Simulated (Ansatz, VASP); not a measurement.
## Y in VASP and in Ansatz

```
CELL_PARAMETERS angstrom
3.59199 0.00000 0.00000
-1.79600 3.11076 0.00000
0.00000 0.00000 5.61408
ATOMIC_POSITIONS crystal
Y 0.33333 0.66667 0.25000
Y 0.66667 0.33333 0.75000
```

Alike in both runs: functional PBEsol; k mesh 16 × 16 × 8; occupations fermi-dirac, width 0.1 eV; no spin polarisation.

Ansatz relaxed the structure, and its values are those at the end. VASP's run is a single point on that final structure, the one shown.

|  | VASP | Ansatz |
| --- | --- | --- |
| version | VASP 6.6.1 | Ansatz 0.2.0 |
| potentials or method | VASP PAW PBE potentials, release 64 (Y_sv) | PAW with Ansatz's default frozen-core files, scalar-relativistic |
| plane-wave cutoff (eV) | 520 | 420 |
| valence electrons in the cell | 22 | 22 |

Ansatz gave:

```
pressure (GPa) : 0.0
```

Q: Which values does VASP return?

A: Pressure (GPa): -0.1.

VASP's potentials were made for PBE, not for PBEsol.
